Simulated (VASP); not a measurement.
# ZnGe2N3 (P-4m2) in VASP: single point with PBE

Aim: the single point of ZnGe2N3 with PBE.

Everything below comes from runs of VASP 6.6.1. Logs are shortened: lines on timing, memory, paths and dates and some standing lists are left out, and cuts for length are marked.

**1. The cell of the first run**

Symmetry: P-4m2, No. 115, tetragonal system. The conventional cell has a = 4.066 Å, b = 4.066 Å, c = 5.790 Å, α = 90.00°, β = 90.00°, γ = 90.00°. Zn (site symmetry -4m2) has 4 Ge at 2.44 Å and 6 N at 2.88 to 2.90 Å within 3.2 Å. Within 3.2 Å of Ge (site symmetry 2mm) lie 2 Zn at 2.44 Å and 6 N at 2.44 to 2.56 Å. Within 3.4 Å of N (site symmetry -4m2) lie 4 Ge at 2.56 Å and 6 N at 2.88 to 2.90 Å. Within 3.4 Å of N (site symmetry -4m2) lie 4 Ge at 2.56 Å and 4 N at 2.88 Å and 2 Zn at 2.90 Å. N (site symmetry -4m2) has 4 Ge at 2.44 Å and 4 Zn at 2.88 Å and 2 N at 2.90 Å within 3.2 Å.

The cell was generated, and may not be a known phase.

**2. Single point, PBE**

Contents of INCAR:

```
SYSTEM = ZnGe2N3
ALGO = Normal
EDIFF = 1E-6
ENCUT = 520
GGA = PE
ISIF = 2
ISMEAR = 0
LASPH = .True.
LCHARG = .False.
LREAL = .False.
LWAVE = .False.
NBANDS = 36
NELM = 60
PREC = Accurate
SIGMA = 0.1
```

Contents of KPOINTS:

```
k-points
0
Gamma
  4 4 4
  0 0 0
```

Contents of POSCAR:

```
ZnGe2N3
1.0
    4.0659398500      0.0000000000      0.0000000000
    0.0000000000      4.0659398500      0.0000000000
    0.0000000000      0.0000000000      5.7902010000
Zn Ge N
1 2 3
Direct
    0.0000000000      0.0000000000      0.5000000000
    0.0000000000      0.5000000000      0.2679100000
    0.5000000000      0.0000000000      0.7320900000
    0.5000000000      0.5000000000      0.0000000000
    0.0000000000      0.0000000000      0.0000000000
    0.5000000000      0.5000000000      0.5000000000
```

Potentials or basis: VASP PAW PBE potentials, release 64 (Zn, Ge_d, N).

Launch:

```sh
> cat potpaw_PBE.64/Zn/POTCAR potpaw_PBE.64/Ge_d/POTCAR potpaw_PBE.64/N/POTCAR > POTCAR
> mpirun -np 1 vasp_std > vasp.out
```

OUTCAR:

```text
SYSTEM = ZnGe2N3
   EDIFF = 1E-6
   ENCUT = 520
   GGA = PE
   ISIF = 2
   ISMEAR = 0
   LASPH = .True.
   LREAL = .False.
   NELM = 60
   PREC = Accurate

 ion  position               nearest neighbor table
   1  0.000  0.000  0.500-   2 2.44   3 2.44   2 2.44   3 2.44
   2  0.000  0.500  0.268-   1 2.44   1 2.44
   3  0.500  0.000  0.732-   1 2.44   1 2.44
   4  0.500  0.500  0.000-
   5  0.000  0.000  0.000-
   6  0.500  0.500  0.500-

  LATTYP: Found a simple tetragonal cell.
 ALAT       =     4.0659398500
 C/A-ratio  =     1.4240744363

  Lattice vectors:

 A1 = (   4.0659398500,   0.0000000000,   0.0000000000)
 A2 = (   0.0000000000,   4.0659398500,   0.0000000000)
 A3 = (   0.0000000000,   0.0000000000,   5.7902010000)

Analysis of symmetry for initial positions (statically):
=====================================================================
 Subroutine PRICEL returns:
 Original cell was already a primitive cell.

 Routine SETGRP: Setting up the symmetry group for a
 simple tetragonal supercell.

 Subroutine GETGRP returns: Found  8 space group operations
 (whereof  8 operations were pure point group operations)
 out of a pool of 16 trial point group operations.

The static configuration has the point symmetry D_2d.

Analysis of symmetry for dynamics (positions and initial velocities):
=====================================================================
 Subroutine PRICEL returns:
 Original cell was already a primitive cell.

 Routine SETGRP: Setting up the symmetry group for a
 simple tetragonal supercell.

 Subroutine GETGRP returns: Found  8 space group operations
 (whereof  8 operations were pure point group operations)
 out of a pool of 16 trial point group operations.

The dynamic configuration has the point symmetry D_2d.

 Subroutine INISYM returns: Found  8 space group operations
 (whereof  8 operations are pure point group operations),
 and found     1 'primitive' translations

----------------------------------------------------------------------------------------

                                     Primitive cell

  volume of cell :      95.7228

  direct lattice vectors                    reciprocal lattice vectors
     4.065939850  0.000000000  0.000000000     0.245945596  0.000000000  0.000000000
     0.000000000  4.065939850  0.000000000     0.000000000  0.245945596  0.000000000
     0.000000000  0.000000000  5.790201000     0.000000000  0.000000000  0.172705576

  length of vectors
     4.065939850  4.065939850  5.790201000     0.245945596  0.245945596  0.172705576

  position of ions in fractional coordinates (direct lattice)
     0.000000000  0.000000000  0.500000000
     0.000000000  0.500000000  0.267910000
     0.500000000  0.000000000  0.732090000
     0.500000000  0.500000000  0.000000000
     0.000000000  0.000000000  0.000000000
     0.500000000  0.500000000  0.500000000

  ion indices of the primitive-cell ions
   primitive index   ion index
                 1           1
                 2           2
                 3           3
                 4           4
                 5           5
                 6           6

----------------------------------------------------------------------------------------

 KPOINTS: k-points

Automatic generation of k-mesh.
 Grid dimensions read from file:
 generate k-points for:    4    4    4

 Generating k-lattice:

  Cartesian coordinates                     Fractional coordinates (reciprocal lattice)
     0.061486399  0.000000000  0.000000000     0.250000000  0.000000000  0.000000000
     0.000000000  0.061486399  0.000000000     0.000000000  0.250000000  0.000000000
     0.000000000  0.000000000  0.043176394     0.000000000  0.000000000  0.250000000

  Length of vectors
     0.061486399  0.061486399  0.043176394

  Shift w.r.t. Gamma in fractional coordinates (k-lattice)
     0.000000000  0.000000000  0.000000000

 Subroutine IBZKPT returns following result:
 ===========================================

 Found     18 irreducible k-points:

 Following reciprocal coordinates:
            Coordinates               Weight
  0.000000  0.000000  0.000000      1.000000
  0.250000  0.000000  0.000000      4.000000
  0.500000  0.000000  0.000000      2.000000
  0.250000  0.250000  0.000000      4.000000
  0.500000  0.250000  0.000000      4.000000
  0.500000  0.500000  0.000000      1.000000
[... 10 lines left out ...]
  0.500000  0.250000  0.500000      4.000000
  0.500000  0.500000  0.500000      1.000000
   k-points           NKPTS =     18   k-points in BZ     NKDIM =     18   number of bands    NBANDS=     36
   number of dos      NEDOS =    301   number of ions     NIONS =      6
   total plane-waves  NPLWV =  43200
   dimension x,y,z NGX =    30 NGY =   30 NGZ =   48
   dimension x,y,z NGXF=    60 NGYF=   60 NGZF=   96
   ions per type =               1   2   3
   NGX,Y,Z   is equivalent  to a cutoff of  12.27, 12.27, 13.78 a.u.
   NGXF,Y,Z  is equivalent  to a cutoff of  24.53, 24.53, 27.56 a.u.
 SYSTEM =  ZnGe2N3
   PREC   = accura    normal or accurate (medium, high low for compatibility)
   ISTART =      0    job   : 0-new  1-cont  2-samecut
   ICHARG =      2    charge: 1-file 2-atom 10-const
   ISPIN  =      1    spin polarized calculation?
   LNONCOLLINEAR =      F non collinear calculations
   LSORBIT =      F    spin-orbit coupling
   LASPH  =      T    aspherical Exc in radial PAW
   ENCUT  =  520.0 eV  38.22 Ry    6.18 a.u.   7.56  7.56 10.77*2*pi/ulx,y,z
   NELM   =     60;   NELMIN=  2; NELMDL= -5     # of ELM steps
   EDIFF  = 0.1E-05   stopping-criterion for ELM
   LREAL  =      F    real-space projection
   EDIFFG = 0.1E-04   stopping-criterion for IOM
   NSW    =      0    number of steps for IOM
   IBRION =     -1    ionic relax: 0-MD 1-quasi-New 2-CG
   NFREE  =      0    steps in history (QN), initial steepest desc. (CG)
   ISIF   =      2    stress and relaxation
   ISYM   =      2    0-nonsym 1-usesym 2-fastsym
   POTIM  = 0.5000    time-step for ionic-motion
   TEBEG  =    0.0;   TEEND  =   0.0 temperature during run
   PSTRESS=    0.0 pullay stress
   NELECT =      55.0000    total number of electrons
   NUPDOWN=      -1.0000    fix difference up-down
   EMIN   =  10.00;   EMAX   =-10.00  energy-range for DOS
   EFERMI =   0.00;   METHOD = LEGACY
   ISMEAR =     0;   SIGMA  =   0.10  broadening in eV -4-tet -1-fermi 0-gaus
   EFERMI_NEDOS =   21; number of points for ismear=-14 and -15
   IALGO  =     38    algorithm
   IMIX   =      4    mixing-type and parameters
     AMIX     =   0.40;   BMIX     =  1.00
     AMIX_MAG =   1.60;   BMIX_MAG =  1.00
  volume/ion in A,a.u.               =      15.95       107.66
  Fermi-wavevector in a.u.,A,eV,Ry     =   1.360997  2.571912 25.202252  1.852313
  Thomas-Fermi vector in A             =   2.487611
   LORBIT       =      0    0 simple, 1 ext, 2 COOP (PROOUT), +10 PAW based schemes
   GGA     = PE    functional components
   LHFCALC =     F    Hartree Fock is set to
   AEXX    =    0.0000 exact exchange contribution
   IVDW    =     0    specifies the selected vdW correction
   LEPSILON=     F    determine dielectric tensor
   LRPA    =     F    only Hartree local field effects (RPA)
 non-spin polarized calculation
 Gauss-broadening in eV      SIGMA  =   0.10
  energy-cutoff  :      520.00
  volume of cell :       95.72
 maximum number of plane-waves:      2598
   NGX = 15   NGY = 15   NGZ = 21

 number of electron      54.9999970 magnetization

 Free energy of the ion-electron system (eV)
  ---------------------------------------------------
  ext. energy  EPLUGINS =         0.00000000
  ---------------------------------------------------
  free energy    TOTEN  =       -23.95725927 eV

  energy without entropy =      -23.91356065  energy(sigma->0) =      -23.93540996

 E-fermi :   2.7564     XC(G=0): -10.1894

 val. band max:        2.7537551104   @ k =   0.2500   0.2500   0.5000
 cond. band min:       2.7592279797   @ k =   0.5000   0.2500   0.2500
 fundamental gap:      0.0054728693
 Fermi energy:         2.7563968942

 k-point     1 :       0.0000    0.0000    0.0000
  band No.  band energies     occupation
      1     -22.0066      2.00000
      2     -22.0066      2.00000
      3     -22.0044      2.00000
      4     -21.9978      2.00000
      5     -21.9918      2.00000
      6     -21.9895      2.00000
[... 28 lines left out ...]
     35       7.5059      0.00000
     36       7.9251      0.00000

 k-point     2 :       0.2500    0.0000    0.0000
  band No.  band energies     occupation
      1     -22.0079      2.00000
      2     -22.0063      2.00000
      3     -22.0013      2.00000
      4     -21.9966      2.00000
      5     -21.9908      2.00000
      6     -21.9890      2.00000
[... 28 lines left out ...]
     35       7.5968      0.00000
     36       8.7884      0.00000

 k-point     3 :       0.5000    0.0000    0.0000
  band No.  band energies     occupation
      1     -22.0091      2.00000
      2     -22.0059      2.00000
      3     -21.9975      2.00000
      4     -21.9967      2.00000
      5     -21.9907      2.00000
      6     -21.9893      2.00000
[... 28 lines left out ...]
     35       7.9656      0.00000
     36       9.8361      0.00000
[... 508 lines left out ...]
 k-point    17 :       0.5000    0.2500    0.5000
  band No.  band energies     occupation
      1     -22.0096      2.00000
      2     -22.0071      2.00000
      3     -21.9957      2.00000
      4     -21.9947      2.00000
      5     -21.9915      2.00000
      6     -21.9895      2.00000
[... 28 lines left out ...]
     35       8.4289      0.00000
     36      10.0647      0.00000

 k-point    18 :       0.5000    0.5000    0.5000
  band No.  band energies     occupation
      1     -22.0102      2.00000
      2     -22.0076      2.00000
      3     -21.9947      2.00000
      4     -21.9920      2.00000
      5     -21.9920      2.00000
      6     -21.9879      2.00000
[... 28 lines left out ...]
     35       8.5128      0.00000
     36       9.3192      0.00000

------------------------ aborting loop because EDIFF is reached ----------------------------------------

  FORCE on cell =-STRESS in cart. coord.  units (eV):
  Direction    XX          YY          ZZ          XY          YZ          ZX
  --------------------------------------------------------------------------------------
  -------------------------------------------------------------------------------------
  Total       -7.8342914     -7.8342914     -8.5147130      0.0000000      0.0000000      0.0000000
  in kB     -131.1277966   -131.1277966   -142.5164694      0.0000000      0.0000000      0.0000000
  external PRESSURE =    -134.9240209 kB  Pullay stress =       0.0000000 kB

 VOLUME and BASIS-vectors are now :
 -----------------------------------------------------------------------------
  energy-cutoff  :      520.00
  volume of cell :       95.72
      direct lattice vectors                 reciprocal lattice vectors
     4.065939850  0.000000000  0.000000000     0.245945596  0.000000000  0.000000000
     0.000000000  4.065939850  0.000000000     0.000000000  0.245945596  0.000000000
     0.000000000  0.000000000  5.790201000     0.000000000  0.000000000  0.172705576

 POSITION                                       TOTAL-FORCE (eV/Angst)
 -----------------------------------------------------------------------------------
      0.00000      0.00000      2.89510        -0.000000     -0.000000      0.000000
      0.00000      2.03297      1.55125         0.000000     -0.000000     -2.929177
      2.03297      0.00000      4.23895        -0.000000     -0.000000      2.929177
      2.03297      2.03297      0.00000        -0.000000      0.000000      0.000000
      0.00000      0.00000      0.00000        -0.000000     -0.000000      0.000000
      2.03297      2.03297      2.89510        -0.000000      0.000000      0.000000
 -----------------------------------------------------------------------------------
    total drift:                                0.000000      0.000000      0.000000

  FREE ENERGIE OF THE ION-ELECTRON SYSTEM (eV)
  ---------------------------------------------------
  free  energy   TOTEN  =       -23.9572592714 eV

  energy  without entropy=      -23.9135606472  energy(sigma->0) =      -23.93540996
```

It took 74 s on 1 thread of Intel Xeon Platinum 8375C at 2.90GHz (Ice Lake), shared host; peak memory 0.22 GiB.

Results:

| Quantity | Value |
| --- | --- |
| Free energy | -23.9573 eV |
| Pressure | -13.5 GPa |
| Largest force | 2.929 eV/Å |
| Band gap on the k mesh | zero (an odd number of electrons rules out a gap without spin polarisation) |

Forces in eV/Å, atoms in the order of the input:
```
Zn   0.000  0.000  0.000
Ge   0.000  0.000 -2.929
Ge   0.000  0.000  2.929
N    0.000  0.000  0.000
N    0.000  0.000  0.000
N    0.000  0.000  0.000
```

Stress tensor (GPa, compression positive):
```
-13.11   0.00   0.00
  0.00 -13.11   0.00
  0.00   0.00 -14.25
```

Levels at points of the mesh, in eV from the Fermi level:
| k point | band 24 | band 25 | band 26 | band 27 | band 28 | band 29 | band 30 | band 31 |
| --- | --- | --- | --- | --- | --- | --- | --- | --- |
| (0.00, 0.00, 0.00) | -1.90 | -1.81 | -0.54 | -0.03 | -0.03 | 0.17 | 0.19 | 2.40 |
| (0.50, 0.00, 0.00) | -2.00 | -1.90 | -1.33 | -0.87 | 0.01 | 0.26 | 0.73 | 1.71 |
| (0.50, 0.50, 0.00) | -3.72 | -3.47 | -0.16 | -0.16 | 0.37 | 0.71 | 0.71 | 3.04 |
| (0.00, 0.00, 0.50) | -2.73 | -2.23 | -0.72 | -0.47 | 0.16 | 0.16 | 1.22 | 2.41 |
| (0.50, 0.00, 0.50) | -2.19 | -1.80 | -1.75 | -1.14 | -0.77 | -0.14 | 0.98 | 1.29 |
| (0.50, 0.50, 0.50) | -2.45 | -1.73 | -0.23 | 0.21 | 0.44 | 0.44 | 0.73 | 0.73 |

Caveat: the k points lie up to 0.39 Å⁻¹ apart, too coarse for converged energies and pressures of a metal; forces of over 1 eV/Å act on the atoms, so gaps and moduli don't describe the material at rest.
